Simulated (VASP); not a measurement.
# Na (Im-3m) in VASP: single point with PBE

Aim: the single point of Na with PBE.

Program: VASP 6.6.1. These are calculated values, not measurements. Logs are shortened: lines on timing, memory, paths and dates and some standing lists are left out, and cuts for length are marked.

### 1 The cell of the first run

Symmetry: Im-3m, No. 229, cubic system. Conventional cell: a = 4.282 Å, b = 4.282 Å, c = 4.282 Å, α = 90.00°, β = 90.00°, γ = 90.00°. Within 4.9 Å of Na (site symmetry m-3m) lie 14 Na at 3.71 to 4.28 Å.

### 2 Single point, PBE

INCAR

```
PREC = Accurate
ENCUT = 500
EDIFF = 1E-6
ISMEAR = 0
SIGMA = 0.05
LREAL = F
LASPH = T
NELM = 120
ALGO = Normal
ISIF = 2
LWAVE = F
LCHARG = F
GGA = PE
NBANDS = 10
GGA_COMPAT = F
```

KPOINTS

```
Automatic mesh
0
Gamma
  8 8 8
```

POSCAR

```
Na
1.0
   -2.1410000000      2.1410000000      2.1410000000
    2.1410000000     -2.1410000000      2.1410000000
    2.1410000000      2.1410000000     -2.1410000000
Na
1
Direct
    0.0000000000      0.0000000000      0.0000000000
```

Potentials or basis: VASP PAW PBE potentials, release 64 (Na_pv).

Started as:

```
cat potpaw_PBE.64/Na_pv/POTCAR > POTCAR
mpirun -np 1 vasp_std > vasp.out
```

OUTCAR:

```text
PREC = Accurate
   ENCUT = 500
   EDIFF = 1E-6
   ISMEAR = 0
   LREAL = F
   LASPH = T
   NELM = 120
   ISIF = 2
   GGA = PE

 ion  position               nearest neighbor table
   1  0.000  0.000  0.000-

  LATTYP: Found a body centered cubic cell.
 ALAT       =     4.2820000000

  Lattice vectors:

 A1 = (  -2.1410000000,   2.1410000000,   2.1410000000)
 A2 = (   2.1410000000,  -2.1410000000,   2.1410000000)
 A3 = (   2.1410000000,   2.1410000000,  -2.1410000000)

Analysis of symmetry for initial positions (statically):
=====================================================================
 Subroutine PRICEL returns:
 Original cell was already a primitive cell.

 Routine SETGRP: Setting up the symmetry group for a
 body centered cubic supercell.

 Subroutine GETGRP returns: Found 48 space group operations
 (whereof 48 operations were pure point group operations)
 out of a pool of 48 trial point group operations.

The static configuration has the point symmetry O_h .

Analysis of symmetry for dynamics (positions and initial velocities):
=====================================================================
 Subroutine PRICEL returns:
 Original cell was already a primitive cell.

 Routine SETGRP: Setting up the symmetry group for a
 body centered cubic supercell.

 Subroutine GETGRP returns: Found 48 space group operations
 (whereof 48 operations were pure point group operations)
 out of a pool of 48 trial point group operations.

The dynamic configuration has the point symmetry O_h .

 Subroutine INISYM returns: Found 48 space group operations
 (whereof 48 operations are pure point group operations),
 and found     1 'primitive' translations

----------------------------------------------------------------------------------------

                                     Primitive cell

  volume of cell :      39.2564

  direct lattice vectors                    reciprocal lattice vectors
    -2.141000000  2.141000000  2.141000000     0.000000000  0.233535731  0.233535731
     2.141000000 -2.141000000  2.141000000     0.233535731  0.000000000  0.233535731
     2.141000000  2.141000000 -2.141000000     0.233535731  0.233535731  0.000000000

  length of vectors
     3.708320779  3.708320779  3.708320779     0.330269398  0.330269398  0.330269398

  position of ions in fractional coordinates (direct lattice)
     0.000000000  0.000000000  0.000000000

  ion indices of the primitive-cell ions
   primitive index   ion index
                 1           1

----------------------------------------------------------------------------------------

 KPOINTS: Automatic mesh

Automatic generation of k-mesh.
 Grid dimensions read from file:
 generate k-points for:    8    8    8

 Generating k-lattice:

  Cartesian coordinates                     Fractional coordinates (reciprocal lattice)
     0.000000000  0.029191966  0.029191966     0.125000000  0.000000000  0.000000000
     0.029191966  0.000000000  0.029191966     0.000000000  0.125000000  0.000000000
     0.029191966  0.029191966  0.000000000     0.000000000  0.000000000  0.125000000

  Length of vectors
     0.041283675  0.041283675  0.041283675

  Shift w.r.t. Gamma in fractional coordinates (k-lattice)
     0.000000000  0.000000000  0.000000000

 Subroutine IBZKPT returns following result:
 ===========================================

 Found     29 irreducible k-points:

 Following reciprocal coordinates:
            Coordinates               Weight
  0.000000  0.000000  0.000000      1.000000
  0.125000  0.000000  0.000000     12.000000
  0.250000  0.000000  0.000000     12.000000
  0.375000  0.000000  0.000000     12.000000
  0.500000  0.000000  0.000000      6.000000
  0.125000  0.125000  0.000000     24.000000
[... 16 lines left out ...]
 -0.250000  0.250000  0.250000      6.000000
 -0.375000  0.375000  0.250000     24.000000
 [... further k-points ...]
   k-points           NKPTS =     29   k-points in BZ     NKDIM =     29   number of bands    NBANDS=     10
   number of dos      NEDOS =    301   number of ions     NIONS =      1
   total plane-waves  NPLWV =  21952
   dimension x,y,z NGX =    28 NGY =   28 NGZ =   28
   dimension x,y,z NGXF=    56 NGYF=   56 NGZF=   56
   ions per type =               1
   NGX,Y,Z   is equivalent  to a cutoff of  12.55, 12.55, 12.55 a.u.
   NGXF,Y,Z  is equivalent  to a cutoff of  25.11, 25.11, 25.11 a.u.
 SYSTEM =  unknown system
   PREC   = accura    normal or accurate (medium, high low for compatibility)
   ISTART =      0    job   : 0-new  1-cont  2-samecut
   ICHARG =      2    charge: 1-file 2-atom 10-const
   ISPIN  =      1    spin polarized calculation?
   LNONCOLLINEAR =      F non collinear calculations
   LSORBIT =      F    spin-orbit coupling
   LASPH  =      T    aspherical Exc in radial PAW
   ENCUT  =  500.0 eV  36.75 Ry    6.06 a.u.   6.76  6.76  6.76*2*pi/ulx,y,z
   NELM   =    120;   NELMIN=  2; NELMDL= -5     # of ELM steps
   EDIFF  = 0.1E-05   stopping-criterion for ELM
   LREAL  =      F    real-space projection
   EDIFFG = 0.1E-04   stopping-criterion for IOM
   NSW    =      0    number of steps for IOM
   IBRION =     -1    ionic relax: 0-MD 1-quasi-New 2-CG
   NFREE  =      0    steps in history (QN), initial steepest desc. (CG)
   ISIF   =      2    stress and relaxation
   ISYM   =      2    0-nonsym 1-usesym 2-fastsym
   POTIM  = 0.5000    time-step for ionic-motion
   TEBEG  =    0.0;   TEEND  =   0.0 temperature during run
   PSTRESS=    0.0 pullay stress
   NELECT =       7.0000    total number of electrons
   NUPDOWN=      -1.0000    fix difference up-down
   EMIN   =  10.00;   EMAX   =-10.00  energy-range for DOS
   EFERMI =   0.00;   METHOD = LEGACY
   ISMEAR =     0;   SIGMA  =   0.05  broadening in eV -4-tet -1-fermi 0-gaus
   EFERMI_NEDOS =   21; number of points for ismear=-14 and -15
   IALGO  =     38    algorithm
   IMIX   =      4    mixing-type and parameters
     AMIX     =   0.40;   BMIX     =  1.00
     AMIX_MAG =   1.60;   BMIX_MAG =  1.00
  volume/ion in A,a.u.               =      39.26       264.91
  Fermi-wavevector in a.u.,A,eV,Ry     =   0.921448  1.741284 11.552251  0.849066
  Thomas-Fermi vector in A             =   2.046866
   LORBIT       =      0    0 simple, 1 ext, 2 COOP (PROOUT), +10 PAW based schemes
   GGA     = PE    functional components
   LHFCALC =     F    Hartree Fock is set to
   AEXX    =    0.0000 exact exchange contribution
   IVDW    =     0    specifies the selected vdW correction
   LEPSILON=     F    determine dielectric tensor
   LRPA    =     F    only Hartree local field effects (RPA)
 non-spin polarized calculation
 Gauss-broadening in eV      SIGMA  =   0.05
  energy-cutoff  :      500.00
  volume of cell :       39.26
 maximum number of plane-waves:      1009
   NGX = 13   NGY = 13   NGZ = 13

 number of electron       7.0000011 magnetization

 Free energy of the ion-electron system (eV)
  ---------------------------------------------------
  ext. energy  EPLUGINS =         0.00000000
  ---------------------------------------------------
  free energy    TOTEN  =        -1.29848119 eV

  energy without entropy =       -1.29677617  energy(sigma->0) =       -1.29762868

 E-fermi :   0.2993     XC(G=0):  -6.3554

 val. band max:        0.0975782444   @ k =   0.2500   0.2500   0.0000
 cond. band min:       0.3434514464   @ k =   0.3750   0.1250   0.0000
 fundamental gap:      0.2458732020
 Fermi energy:         0.2993054700

 k-point     1 :       0.0000    0.0000    0.0000
  band No.  band energies     occupation
      1     -24.7789      2.00000
      2     -24.7789      2.00000
      3     -24.7789      2.00000
      4      -2.9904      2.00000
      5      11.5343      0.00000
      6      11.5343      0.00000
      7      11.5343      0.00000
      8      12.5039      0.00000
      9      12.5039      0.00000
     10      13.0363      0.00000

 k-point     2 :       0.1250    0.0000    0.0000
  band No.  band energies     occupation
      1     -24.7832      2.00000
      2     -24.7804      2.00000
      3     -24.7789      2.00000
      4      -2.7262      2.00000
      5       9.0053      0.00000
      6      10.3595      0.00000
      7      10.6937      0.00000
      8      11.1570      0.00000
      9      11.7578      0.00000
     10      13.2876      0.00000

 k-point     3 :       0.2500    0.0000    0.0000
  band No.  band energies     occupation
      1     -24.7934      2.00000
      2     -24.7839      2.00000
      3     -24.7789      2.00000
      4      -1.9412      2.00000
      5       5.9817      0.00000
      6       9.1424      0.00000
      7       9.7351      0.00000
      8      10.0150      0.00000
      9      10.9920      0.00000
     10      13.9527      0.00000

 k-point     4 :       0.3750    0.0000    0.0000
  band No.  band energies     occupation
      1     -24.8036      2.00000
      2     -24.7874      2.00000
      3     -24.7788      2.00000
      4      -0.6574      2.00000
      5       3.3456      0.00000
      6       8.3930      0.00000
      7       9.1400      0.00000
      8       9.3302      0.00000
      9      10.3451      0.00000
     10      14.9409      0.00000

 k-point     5 :       0.5000    0.0000    0.0000
  band No.  band energies     occupation
      1     -24.8078      2.00000
      2     -24.7888      2.00000
      3     -24.7788      2.00000
      4       0.9133      0.00000
      5       1.3246      0.00000
      6       8.1417      0.00000
      7       8.9409      0.00000
      8       9.1025      0.00000
      9      10.1070      0.00000
     10      15.8032      0.00000

 k-point     6 :       0.1250    0.1250    0.0000
  band No.  band energies     occupation
      1     -24.7902      2.00000
      2     -24.7820      2.00000
      3     -24.7799      2.00000
      4      -2.2016      2.00000
      5       7.3702      0.00000
      6       7.9129      0.00000
      7       9.7270      0.00000
      8      11.2450      0.00000
      9      11.9888      0.00000
     10      13.6481      0.00000

 k-point     7 :       0.2500    0.1250    0.0000
  band No.  band energies     occupation
      1     -24.7993      2.00000
      2     -24.7862      2.00000
      3     -24.7803      2.00000
      4      -1.1672      2.00000
      5       4.7655      0.00000
      6       6.7578      0.00000
      7       8.8469      0.00000
      8      10.6562      0.00000
      9      12.3445      0.00000
     10      13.2215      0.00000

 k-point     8 :       0.3750    0.1250    0.0000
  band No.  band energies     occupation
      1     -24.8055      2.00000
      2     -24.7896      2.00000
      3     -24.7804      2.00000
      4       0.3435      0.21180
      5       2.3735      0.00000
      6       6.2630      0.00000
      7       8.3901      0.00000
      8      10.2216      0.00000
      9      12.2342      0.00000
     10      14.1462      0.00000

 k-point     9 :       0.2500    0.2500    0.0000
  band No.  band energies     occupation
      1     -24.8025      2.00000
      2     -24.7910      2.00000
      3     -24.7819      2.00000
      4       0.0976      2.00000
      5       3.7658      0.00000
      6       4.4515      0.00000
      7       8.1468      0.00000
      8      11.5120      0.00000
      9      12.3180      0.00000
     10      15.0436      0.00000
[... 118 lines left out ...]
 k-point    19 :       0.5000    0.5000    0.1250
  band No.  band energies     occupation
      1     -24.8066      2.00000
      2     -24.7905      2.00000
      3     -24.7819      2.00000
      4       1.1496      0.00000
      5       1.5826      0.00000
      6       6.8899      0.00000
      7       7.7563      0.00000
      8      10.6697      0.00000
      9      11.7045      0.00000
     10      12.7285      0.00000

 k-point    20 :      -0.3750    0.5000    0.1250
  band No.  band energies     occupation
      1     -24.8037      2.00000
      2     -24.7936      2.00000
      3     -24.7843      2.00000
      4       0.8377      0.00000
      5       2.8445      0.00000
      6       4.9034      0.00000
      7       8.7437      0.00000
      8      10.5633      0.00000
      9      10.8847      0.00000
     10      12.8198      0.00000

 k-point    21 :      -0.3750   -0.3750    0.1250
  band No.  band energies     occupation
      1     -24.8001      2.00000
      2     -24.8001      2.00000
      3     -24.7848      2.00000
      4       2.3354      0.00000
      5       2.3354      0.00000
      6       3.2265      0.00000
      7      10.0639      0.00000
      8      10.0639      0.00000
      9      10.4031      0.00000
     10      11.7111      0.00000

 k-point    22 :       0.2500    0.2500    0.2500
  band No.  band energies     occupation
      1     -24.7929      2.00000
      2     -24.7929      2.00000
      3     -24.7929      2.00000
      4       2.8087      0.00000
      5       2.8088      0.00000
      6       2.8088      0.00000
      7       4.2611      0.00000
      8      16.9490      0.00000
      9      16.9490      0.00000
     10      17.7668      0.00000

 k-point    23 :      -0.2500    0.2500    0.2500
  band No.  band energies     occupation
      1     -24.7937      2.00000
      2     -24.7891      2.00000
      3     -24.7891      2.00000
      4      -0.9113      2.00000
      5       6.6396      0.00000
      6       6.6784      0.00000
      7       6.6784      0.00000
      8       8.4301      0.00000
      9      13.5569      0.00000
     10      14.3224      0.00000

 k-point    24 :      -0.3750    0.3750    0.2500
  band No.  band energies     occupation
      1     -24.8005      2.00000
      2     -24.7929      2.00000
      3     -24.7898      2.00000
      4       0.3490      0.15974
      5       4.2655      0.00000
      6       5.9978      0.00000
      7       6.6292      0.00000
      8       8.5860      0.00000
      9      12.2553      0.00000
     10      13.4103      0.00000

 [... further k-points ...]
[... 5 lines left out ...]
  --------------------------------------------------------------------------------------
  -------------------------------------------------------------------------------------
  Total       -0.1070547     -0.1070547     -0.1070547      0.0000000      0.0000000     -0.0000000
  in kB       -4.3692454     -4.3692454     -4.3692454      0.0000000      0.0000000     -0.0000000
  external PRESSURE =      -4.3692454 kB  Pullay stress =       0.0000000 kB

 VOLUME and BASIS-vectors are now :
 -----------------------------------------------------------------------------
  energy-cutoff  :      500.00
  volume of cell :       39.26
      direct lattice vectors                 reciprocal lattice vectors
    -2.141000000  2.141000000  2.141000000     0.000000000  0.233535731  0.233535731
     2.141000000 -2.141000000  2.141000000     0.233535731  0.000000000  0.233535731
     2.141000000  2.141000000 -2.141000000     0.233535731  0.233535731  0.000000000

 POSITION                                       TOTAL-FORCE (eV/Angst)
 -----------------------------------------------------------------------------------
      0.00000      0.00000      0.00000         0.000000      0.000000      0.000000
 -----------------------------------------------------------------------------------
    total drift:                               -0.000000     -0.000000     -0.000000

  FREE ENERGIE OF THE ION-ELECTRON SYSTEM (eV)
  ---------------------------------------------------
  free  energy   TOTEN  =        -1.2984811907 eV

  energy  without entropy=       -1.2967761709  energy(sigma->0) =       -1.29762868
```

It took 4.4 s on 1 thread of Intel Xeon Platinum 8559C (Emerald Rapids), shared host; peak memory 0.14 GiB.

Results:

| Item | Value |
| --- | --- |
| Free energy | -1.2985 eV |
| Pressure | -0.4 GPa |
| Band gap on the k mesh | zero (an odd number of electrons rules out a gap without spin polarisation) |

Levels at points of the mesh, in eV from the Fermi level:
```
           k point  band 1  band 2  band 3  band 4  band 5  band 6  band 7  band 8
(0.00, 0.00, 0.00)  -25.08  -25.08  -25.08   -3.29   11.23   11.23   11.23   12.20
(0.50, 0.00, 0.00)  -25.11  -25.09  -25.08    0.61    1.03    7.84    8.64    8.80
(0.50, 0.50, 0.50)  -25.10  -25.10  -25.10    4.30    4.30    4.57    4.57    4.57
```

The gap in the log of VASP goes by the Fermi energy; the results here count the filled bands.